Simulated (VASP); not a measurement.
# W2C (P-3m1) in VASP: further runs

Aim: see how the results for W2C move with the level of theory and the settings. Levels: PBE, r2SCAN. Tasks: single point.

Everything below comes from runs of VASP 6.6.1. Logs are shortened: lines on timing, memory, paths and dates and some standing lists are left out, and cuts for length are marked.

## Step 1: The cell of the first run

Symmetry: P-3m1, No. 164, trigonal system. The conventional cell has a = 2.854 Å, b = 2.854 Å, c = 4.348 Å, α = 90.00°, β = 90.00°, γ = 120.00°. W (site symmetry 3m) has 3 C at 1.98 Å within 2.6 Å. Within 2.6 Å of C (site symmetry -3m) lie 6 W at 1.98 Å.

## Step 2: Single point, PBE

INCAR reads:

```
SYSTEM = W2C
PREC = Accurate ; ENCUT = 600
EDIFF = 1E-6 ; ISMEAR = 0
SIGMA = 0.1 ; LREAL = .False.
LASPH = .True. ; NELM = 120
ALGO = Normal ; ISIF = 2
LWAVE = .False. ; LCHARG = .True.
GGA = PE ; LELF = .True.
LVHAR = .True. ; NBANDS = 23
GGA_COMPAT = .False.
```

KPOINTS reads:

```
Automatic mesh
0
Gamma
  6 6 4
  0 0 0
```

POSCAR reads:

```
W2C
1.0
    2.8535359426      0.0000000000      0.0000000000
   -1.4267679713      2.4712346169      0.0000000000
    0.0000000000      0.0000000000      4.3484898956
W C
2 1
Direct
    0.3333333333      0.6666666667      0.7463310000
    0.6666666667      0.3333333333      0.2536690000
    0.0000000000      0.0000000000      0.0000000000
```

Potentials or basis: VASP PAW PBE potentials, release 64 (W_sv, C).

Started as:

```bash
cat potpaw_PBE.64/W_sv/POTCAR potpaw_PBE.64/C/POTCAR > POTCAR
mpirun -np 1 vasp_std > vasp.out
```

OUTCAR:

```text
SYSTEM = W2C
   PREC = Accurate
   ENCUT = 600
   EDIFF = 1E-6
   ISMEAR = 0
   LREAL = .False.
   LASPH = .True.
   NELM = 120
   ISIF = 2
   GGA = PE

 ion  position               nearest neighbor table
   1  0.333  0.667  0.746-   3 1.98   3 1.98   3 1.98   2 2.70   2 2.70   2 2.70   2 2.75   2 2.75
                             2 2.75
   2  0.667  0.333  0.254-   3 1.98   3 1.98   3 1.98   1 2.70   1 2.70   1 2.70   1 2.75   1 2.75
                             1 2.75
   3  0.000  0.000  0.000-   1 1.98   2 1.98   1 1.98   2 1.98   2 1.98   1 1.98

  LATTYP: Found a hexagonal cell.
 ALAT       =     2.8535359426
 C/A-ratio  =     1.5238952595

  Lattice vectors:

 A1 = (   2.8535359426,   0.0000000000,   0.0000000000)
 A2 = (  -1.4267679713,   2.4712346169,   0.0000000000)
 A3 = (   0.0000000000,   0.0000000000,   4.3484898956)

Analysis of symmetry for initial positions (statically):
=====================================================================
 Subroutine PRICEL returns:
 Original cell was already a primitive cell.

 Routine SETGRP: Setting up the symmetry group for a
 hexagonal supercell.

 Subroutine GETGRP returns: Found 12 space group operations
 (whereof 12 operations were pure point group operations)
 out of a pool of 24 trial point group operations.

The static configuration has the point symmetry D_3d.

Analysis of symmetry for dynamics (positions and initial velocities):
=====================================================================
 Subroutine PRICEL returns:
 Original cell was already a primitive cell.

 Routine SETGRP: Setting up the symmetry group for a
 hexagonal supercell.

 Subroutine GETGRP returns: Found 12 space group operations
 (whereof 12 operations were pure point group operations)
 out of a pool of 24 trial point group operations.

The dynamic configuration has the point symmetry D_3d.

 Subroutine INISYM returns: Found 12 space group operations
 (whereof 12 operations are pure point group operations),
 and found     1 'primitive' translations

----------------------------------------------------------------------------------------

                                     Primitive cell

  volume of cell :      30.6645

  direct lattice vectors                    reciprocal lattice vectors
     2.853535943  0.000000000  0.000000000     0.350442406  0.202328017  0.000000000
    -1.426767971  2.471234617  0.000000000     0.000000000  0.404656034  0.000000000
     0.000000000  0.000000000  4.348489896     0.000000000  0.000000000  0.229964890

[... 83 lines left out ...]
   NELM   =    120;   NELMIN=  2; NELMDL= -5     # of ELM steps
   EDIFF  = 0.1E-05   stopping-criterion for ELM
   LREAL  =      F    real-space projection
   EDIFFG = 0.1E-04   stopping-criterion for IOM
   NSW    =      0    number of steps for IOM
   IBRION =     -1    ionic relax: 0-MD 1-quasi-New 2-CG
   NFREE  =      0    steps in history (QN), initial steepest desc. (CG)
   ISIF   =      2    stress and relaxation
   ISYM   =      2    0-nonsym 1-usesym 2-fastsym
   POTIM  = 0.5000    time-step for ionic-motion
   TEBEG  =    0.0;   TEEND  =   0.0 temperature during run
   PSTRESS=    0.0 pullay stress
   NELECT =      32.0000    total number of electrons
   NUPDOWN=      -1.0000    fix difference up-down
   EMIN   =  10.00;   EMAX   =-10.00  energy-range for DOS
   EFERMI =   0.00;   METHOD = LEGACY
   ISMEAR =     0;   SIGMA  =   0.10  broadening in eV -4-tet -1-fermi 0-gaus
   EFERMI_NEDOS =   21; number of points for ismear=-14 and -15
   IALGO  =     38    algorithm
   IMIX   =      4    mixing-type and parameters
     AMIX     =   0.40;   BMIX     =  1.00
     AMIX_MAG =   1.60;   BMIX_MAG =  1.00
  volume/ion in A,a.u.               =      10.22        68.98
  Fermi-wavevector in a.u.,A,eV,Ry     =   1.660528  3.137943 37.516072  2.757354
  Thomas-Fermi vector in A             =   2.747749
   LORBIT       =      0    0 simple, 1 ext, 2 COOP (PROOUT), +10 PAW based schemes
   GGA     = PE    functional components
   LHFCALC =     F    Hartree Fock is set to
   AEXX    =    0.0000 exact exchange contribution
   IVDW    =     0    specifies the selected vdW correction
   LEPSILON=     F    determine dielectric tensor
   LRPA    =     F    only Hartree local field effects (RPA)
 non-spin polarized calculation
 Gauss-broadening in eV      SIGMA  =   0.10
  energy-cutoff  :      600.00
  volume of cell :       30.66
 maximum number of plane-waves:      1037
 NGX is ok and might be reduce to    24
   NGX = 11   NGY = 11   NGZ = 17

 number of electron      31.9999999 magnetization

 Free energy of the ion-electron system (eV)
  ---------------------------------------------------
  ext. energy  EPLUGINS =         0.00000000
  ---------------------------------------------------
  free energy    TOTEN  =       -32.78571392 eV

  energy without entropy =      -32.78099039  energy(sigma->0) =      -32.78335216

 E-fermi :  15.0406     XC(G=0): -14.7141

 val. band max:       14.8435411675   @ k =   0.1667   0.0000   0.2500
 cond. band min:      15.1032472279   @ k =   0.1667   0.1667   0.0000
 fundamental gap:      0.2597060603
 Fermi energy:        15.0405943821

 k-point     1 :       0.0000    0.0000    0.0000
  band No.  band energies     occupation
      1     -59.6384      2.00000
      2     -59.4324      2.00000
      3     -25.0285      2.00000
      4     -23.6749      2.00000
      5     -23.6749      2.00000
      6     -23.4112      2.00000
[... 613 lines left out ...]
     22      23.8201      0.00000
     23      23.8201      0.00000

------------------------ aborting loop because EDIFF is reached ----------------------------------------

  FORCE on cell =-STRESS in cart. coord.  units (eV):
  Direction    XX          YY          ZZ          XY          YZ          ZX
  --------------------------------------------------------------------------------------
  -------------------------------------------------------------------------------------
  Total       21.9041370     21.9041370     22.4471465      0.0000000      0.0000000      0.0000000
  in kB     1144.4608432   1144.4608432   1172.8323375      0.0000000      0.0000000      0.0000000
  external PRESSURE =    1153.9180079 kB  Pullay stress =       0.0000000 kB

 VOLUME and BASIS-vectors are now :
 -----------------------------------------------------------------------------
  energy-cutoff  :      600.00
  volume of cell :       30.66
      direct lattice vectors                 reciprocal lattice vectors
     2.853535943  0.000000000  0.000000000     0.350442406  0.202328017  0.000000000
    -1.426767971  2.471234617  0.000000000     0.000000000  0.404656034  0.000000000
     0.000000000  0.000000000  4.348489896     0.000000000  0.000000000  0.229964890

 POSITION                                       TOTAL-FORCE (eV/Angst)
 -----------------------------------------------------------------------------------
     -0.00000      1.64749      3.24541         0.000000      0.000000     -2.536292
      1.42677      0.82374      1.10308        -0.000000      0.000000      2.536292
      0.00000      0.00000      0.00000         0.000000      0.000000      0.000000
 -----------------------------------------------------------------------------------
    total drift:                                0.000000     -0.000000     -0.000000

  FREE ENERGIE OF THE ION-ELECTRON SYSTEM (eV)
  ---------------------------------------------------
  free  energy   TOTEN  =       -32.7857139193 eV

  energy  without entropy=      -32.7809903936  energy(sigma->0) =      -32.78335216
```

stdout:

```text
POSCAR found type information on POSCAR W C
 POSCAR found :  2 types and       3 ions
 scaLAPACK will be used
 LDA part: xc-table for (Slater+PW92), standard interpolation
 POSCAR, INCAR and KPOINTS ok, starting setup
 FFT: planning ... GRIDC
 FFT: planning ... GRID_SOFT
 FFT: planning ... GRID
 WAVECAR not read
 entering main loop
```

It took 12 s on 1 thread of Intel Xeon 6975P-C, shared host; peak memory 0.16 GiB.

Results:

```
Free energy            : -32.7857 eV
Pressure               : 115.4 GPa
Largest force          : 2.536 eV/Å
Band gap on the k mesh : zero (band 16 reaches 16.86 eV, above the bottom of band 17 at 13.54 eV)
```

Forces in eV/Å, atoms in the order of the input:
```
W    0.000  0.000 -2.536
W    0.000  0.000  2.536
C    0.000  0.000  0.000
```

Stress tensor (GPa, compression positive):
```
114.45   0.00   0.00
  0.00 114.45   0.00
  0.00   0.00 117.28
```

Caveat: the k points lie up to 0.42 Å⁻¹ apart; spin-orbit coupling is left out, which moves the levels of the heavy elements; forces of over 1 eV/Å act on the atoms, so gaps and moduli don't describe the material at rest.

## Step 3: Single point, PBE

This run uses another cell than the first one, of 12.73 Å³/atom, 1.245 times its volume.

INCAR reads:

```
SYSTEM = W2C
ALGO = Normal ; EDIFF = 1E-6
ENCUT = 600 ; GGA = PE
GGA_COMPAT = .FALSE. ; ISIF = 2
ISMEAR = -4 ; LASPH = .TRUE.
LCHARG = .FALSE. ; LREAL = .FALSE.
LWAVE = .FALSE. ; NBANDS = 23
NELM = 120 ; PREC = Accurate
SIGMA = 0.1
```

KPOINTS reads:

```
k-points
0
G
  6 6 4
  0 0 0
```

POSCAR reads:

```
W2C
1.0
    3.0700456420      0.0000000000      0.0000000000
   -1.5350228210      2.6587375167      0.0000000000
    0.0000000000      0.0000000000      4.6784280000
W C
2 1
Direct
    0.3333333333      0.6666666667      0.7463310000
    0.6666666667      0.3333333333      0.2536690000
    0.0000000000      0.0000000000      0.0000000000
```

Potentials or basis: VASP PAW PBE potentials, release 64 (W_sv, C).

Started as:

```bash
cat potpaw_PBE.64/W_sv/POTCAR potpaw_PBE.64/C/POTCAR > POTCAR
mpirun -np 1 vasp_std > vasp.out
```

Wall time 29 s (1 thread of Intel Xeon 6975P-C, shared host); peak memory 0.19 GiB.

It converged, with:

| Quantity | Value |
| --- | --- |
| Free energy | -34.7327 eV |
| Pressure | 0.4 GPa |
| Largest force | 0.219 eV/Å |
| Band gap on the k mesh | zero (band 16 reaches 12.90 eV, above the bottom of band 17 at 10.46 eV) |

Forces in eV/Å, atoms in the order of the input:
```
W    0.000  0.000 -0.219
W    0.000  0.000  0.219
C    0.000  0.000  0.000
```

Stress tensor (GPa, compression positive):
```
0.57 0.00 0.00
0.00 0.57 0.00
0.00 0.00 0.13
```

Levels at points of the mesh, in eV from the Fermi level:
```csv
k point,band 12,band 13,band 14,band 15,band 16,band 17,band 18,band 19,band 20,band 21
"(0.00, 0.00, 0.00)",-5.50,-4.04,-1.54,-1.42,-1.42,-1.14,-1.14,0.49,0.49,1.49
"(0.50, 0.00, 0.00)",-5.84,-5.50,-3.48,-1.82,1.31,2.17,2.50,2.96,3.12,3.43
"(0.00, 0.00, 0.50)",-5.81,-3.31,-2.86,-2.36,-2.36,0.96,0.96,1.57,1.57,3.23
"(0.50, 0.00, 0.50)",-5.36,-4.17,-2.70,-2.52,-0.53,0.19,1.95,2.50,2.76,3.11
```

Caveat: the k points lie up to 0.39 Å⁻¹ apart; spin-orbit coupling is left out, which moves the levels of the heavy elements.

## Step 4: Single point, r2SCAN

This run uses another cell than the first one, of 12.73 Å³/atom, 1.245 times its volume.

POSCAR is that of step 3.

INCAR.step1 reads:

```
SYSTEM = W2C
  PREC = Accurate
  ENCUT = 660
  ISMEAR = -4
  SIGMA = 0.1
  LREAL = .False.
  LASPH = .True.
  NELM = 120
  NBANDS = 23
  GGA = PE
  ALGO = Normal
  EDIFF = 1E-5
  LWAVE = .True.
  LCHARG = .False.
  GGA_COMPAT = .False.
```

INCAR.step2 reads:

```
SYSTEM = W2C
  PREC = Accurate
  ENCUT = 660
  EDIFF = 1E-6
  ISMEAR = -4
  SIGMA = 0.1
  LREAL = .False.
  LASPH = .True.
  NELM = 120
  ALGO = Normal
  ISIF = 2
  LWAVE = .False.
  LCHARG = .False.
  METAGGA = R2SCAN
  LMIXTAU = .True.
  NBANDS = 23
  ISTART = 1
  GGA_COMPAT = .False.
```

KPOINTS reads:

```
regular mesh
0
Gamma
  6 6 4
  0 0 0
```

Started as:

```bash
cat potpaw_PBE.64/W_sv/POTCAR potpaw_PBE.64/C/POTCAR > POTCAR
cp INCAR.step1 INCAR
mpirun -np 1 vasp_std > vasp.out
cp INCAR.step2 INCAR
mpirun -np 1 vasp_std > vasp.out
```

It took 80 s on 1 thread of Intel Xeon 6975P-C, shared host; peak memory 0.19 GiB.

It converged, with:

- Free energy: -112.1569 eV
- Pressure: -3.4 GPa
- Largest force: 0.195 eV/Å
- Band gap on the k mesh: zero (band 16 reaches 12.96 eV, above the bottom of band 17 at 10.37 eV)

Forces in eV/Å, atoms in the order of the input:
```
W    0.000  0.000 -0.195
W    0.000  0.000  0.195
C    0.000  0.000  0.000
```

Stress tensor (GPa, compression positive):
```
-2.87  0.00  0.00
 0.00 -2.87  0.00
 0.00  0.00 -4.35
```

Levels at points of the mesh, in eV from the Fermi level:
| k point | band 13 | band 14 | band 15 | band 16 | band 17 | band 18 | band 19 | band 20 |
| --- | --- | --- | --- | --- | --- | --- | --- | --- |
| (0.00, 0.00, 0.00) | -4.42 | -1.55 | -1.48 | -1.48 | -1.19 | -1.19 | 0.54 | 0.54 |
| (0.50, 0.00, 0.00) | -5.71 | -3.77 | -2.01 | 1.40 | 2.29 | 2.55 | 3.14 | 3.25 |
| (0.00, 0.00, 0.50) | -3.45 | -3.08 | -2.42 | -2.42 | 0.94 | 0.94 | 1.66 | 1.66 |
| (0.50, 0.00, 0.50) | -4.31 | -2.98 | -2.76 | -0.62 | 0.21 | 2.06 | 2.62 | 2.93 |

Caveat: the k points lie up to 0.39 Å⁻¹ apart; the PAW data sets were made with another functional, which shifts forces and pressure a little; spin-orbit coupling is left out, which moves the levels of the heavy elements.

## Step 5: Single point, PBE, collinear spin, zero start

This run uses another cell than the first one, of 12.73 Å³/atom, 1.245 times its volume.

INCAR reads:

```
ALGO = Normal
EDIFF = 1E-6
ENCUT = 600
GGA = PE
GGA_COMPAT = False
ISIF = 2
ISMEAR = 0
ISPIN = 2
LASPH = True
LCHARG = False
LMAXMIX = 4
LORBIT = 11
LREAL = False
LWAVE = False
MAGMOM = 0 0 0
NBANDS = 27
NELM = 200
PREC = Accurate
SIGMA = 0.1
```

KPOINTS reads:

```
k-points
0
Gamma
  6 6 4
```

POSCAR is that of step 4.

Started as:

```bash
cat potpaw_PBE.64/W_sv/POTCAR potpaw_PBE.64/C/POTCAR > POTCAR
mpirun -np 1 vasp_std > vasp.out
```

It took 40 s on 1 thread of Intel Xeon 6975P-C, shared host; peak memory 0.22 GiB.

It converged, with:

```
Free energy                                           : -34.9969 eV
Pressure                                              : -1.2 GPa
Largest force                                         : 0.119 eV/Å
Band gap on the k mesh                                : zero (filled and empty bands overlap)
Net moment                                            : 0.00 μB per cell
Valence electrons inside the program's atomic spheres : W 12.06; C 2.46
```

Forces on the atoms (eV/Å):
```
W    0.000  0.000  0.119
W    0.000  0.000 -0.119
C    0.000  0.000  0.000
```

Stress tensor (GPa, compression positive):
```
-0.63  0.00  0.00
 0.00 -0.63  0.00
 0.00  0.00 -2.27
```

Levels at points of the mesh, in eV from the Fermi level:
Spin up:
| k point | band 12 | band 13 | band 14 | band 15 | band 16 | band 17 | band 18 | band 19 | band 20 | band 21 |
| --- | --- | --- | --- | --- | --- | --- | --- | --- | --- | --- |
| (0.00, 0.00, 0.00) | -5.47 | -4.03 | -1.51 | -1.40 | -1.40 | -1.11 | -1.11 | 0.51 | 0.51 | 1.51 |
| (0.50, 0.00, 0.00) | -5.82 | -5.47 | -3.47 | -1.81 | 1.33 | 2.19 | 2.53 | 2.98 | 3.15 | 3.45 |
| (0.00, 0.00, 0.50) | -5.79 | -3.29 | -2.85 | -2.34 | -2.34 | 0.99 | 0.99 | 1.59 | 1.59 | 3.25 |
| (0.50, 0.00, 0.50) | -5.33 | -4.14 | -2.69 | -2.51 | -0.52 | 0.21 | 1.97 | 2.52 | 2.79 | 3.13 |
Spin down:
| k point | band 14 | band 15 | band 16 | band 17 | band 18 | band 19 |
| --- | --- | --- | --- | --- | --- | --- |
| (0.00, 0.00, 0.00) | -1.51 | -1.40 | -1.40 | -1.11 | -1.11 | 0.51 |
| (0.50, 0.00, 0.00) | -3.47 | -1.81 | 1.33 | 2.19 | 2.53 | 2.98 |
| (0.00, 0.00, 0.50) | -2.85 | -2.34 | -2.34 | 0.99 | 0.99 | 1.59 |
| (0.50, 0.00, 0.50) | -2.69 | -2.51 | -0.52 | 0.21 | 1.97 | 2.52 |

Caveat: the k points lie up to 0.39 Å⁻¹ apart; spin-orbit coupling is left out, which moves the levels of the heavy elements.

## Step 6: Overview

| level | spin | cell | cutoff (eV) | smearing | gap on the mesh (eV) | pressure (GPa) | largest force (eV/Å) |
| --- | --- | --- | --- | --- | --- | --- | --- |
| PBE | off | a = 2.854, b = 2.854, c = 4.348 Å, angles 90.0, 90.0, 120.0°, 3 atoms | 600 | gaussian 0.1 eV | none | 115.4 | 2.54 |
| PBE | off | a = 3.070, b = 3.070, c = 4.678 Å, angles 90.0, 90.0, 120.0°, 3 atoms | 600 | tetrahedron | none | 0.4 | 0.22 |
| r2SCAN | off | a = 3.070, b = 3.070, c = 4.678 Å, angles 90.0, 90.0, 120.0°, 3 atoms | 660 | tetrahedron | none | -3.4 | 0.20 |
| PBE | collinear, zero start | a = 3.070, b = 3.070, c = 4.678 Å, angles 90.0, 90.0, 120.0°, 3 atoms | 600 | gaussian 0.1 eV | none | -1.2 | 0.12 |

Alike in all rows: task single point; potentials or basis VASP PAW PBE potentials, release 64 (W_sv, C); k mesh 6 × 6 × 4.

Caveats: all runs use coarse meshes; spin-orbit coupling is left out, which moves the levels of the heavy elements; forces of over 1 eV/Å act on the atoms, so gaps and moduli don't describe the material at rest (some runs); the PAW data sets were made with another functional, which shifts forces and pressure a little (some runs).

Total energies depend on the potentials used, so only differences within one code and one set of settings carry meaning.
